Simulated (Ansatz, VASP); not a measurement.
**NaH in VASP and in Ansatz**

The input POSCAR:

```
NaH
1.0
    0.0000000000      2.3229496575      2.4347540050
    2.3229496575      0.0000000000      2.4347540050
    2.3229496575      2.3229496575      0.0000000000
Na H
1 1
Direct
    0.0000000000      0.0000000000      0.0000000000
    0.5000000000      0.5000000000      0.5000000000
```

Contents of INCAR.step1:

```
PREC     = Accurate       # precision mode
ENCUT    = 520            # plane-wave cutoff, eV
ISMEAR   = 0              # smearing method
SIGMA    = 0.01           # smearing width, eV
LREAL    = False          # projectors in reciprocal space
LASPH    = True           # aspherical terms in the spheres
NELM     = 80             # most SCF steps
NBANDS   = 11             # bands
GGA      = PE             # functional
ALGO     = Normal         # electronic algorithm
EDIFF    = 1E-4           # SCF threshold, eV
LWAVE    = True           # write WAVECAR
LCHARG   = False          # write CHGCAR
```

INCAR.step2

```
PREC     = Accurate       # precision mode
ENCUT    = 520            # plane-wave cutoff, eV
EDIFF    = 1E-7           # SCF threshold, eV
ISMEAR   = 0              # smearing method
SIGMA    = 0.01           # smearing width, eV
LREAL    = False          # projectors in reciprocal space
LASPH    = True           # aspherical terms in the spheres
NELM     = 80             # most SCF steps
ALGO     = Normal         # electronic algorithm
ISIF     = 2              # what is computed and relaxed
LWAVE    = False          # write WAVECAR
LCHARG   = False          # write CHGCAR
METAGGA  = R2SCAN         # meta-GGA
LMIXTAU  = True         
NBANDS   = 11             # bands
ISTART   = 1
```

File KPOINTS:

```
Automatic mesh
0
Gamma
  10 10 10
```

Input for Ansatz:

```yaml
crystal:
  lattice:
    - [0.0, 2.3229496575, 2.434754005]
    - [2.3229496575, 0.0, 2.434754005]
    - [2.3229496575, 2.3229496575, 0.0]
  atoms:
    - { symbol: Na, position: [0.0, 0.0, 0.0] }
    - { symbol: H, position: [0.5, 0.5, 0.5] }
kpoints:
  mp_grid: { grid: [10, 10, 10] }
  band_path:
    path:
      - [0.0, 0.0, 0.0]
      - [0.5, 0.0, 0.5]
      - [0.625, 0.25, 0.625]
      - [0.375, 0.375, 0.75]
      - [0.5, 0.5, 0.5]
      - [0.5, 0.25, 0.75]
    npoints: 1
hamiltonian:
  xc: r2scan
scf:
  occupations: { method: fixed }
  n_extra_bands: 4
output:
  forces: true
  stress: true
  eigenvalues: true
```

Change from the starting cell: epitaxial_xy strain -3.1%.

Alike in both runs: task single point; functional r2SCAN; k mesh 10 × 10 × 10; no spin polarisation.

```csv
,VASP,Ansatz
version,VASP 6.6.1,Ansatz 0.2.0
potentials or method,"VASP PAW PBE potentials, release 64 (Na_pv, H)","plane waves, PAW"
plane-wave cutoff (eV),520,500
occupations,"gaussian, width 0.01 eV",fixed
valence electrons in the cell,8,10
```

Ansatz gave:

- gap on the k mesh at the Fermi level (eV): 4.47
- pressure (GPa): 1.4
- traceless stress, the component that is largest in VASP (GPa): -1.36

What did VASP give for the same quantities?

gap on the k mesh at the Fermi level (eV): 4.48; pressure (GPa): 1.2; traceless stress, the component that is largest in VASP (GPa): -1.45.

VASP's potentials were made for PBE, not for r2SCAN. VASP's potentials hold 8 valence electrons a cell and Ansatz's 10, so a difference there can come from the potentials and not from the codes.
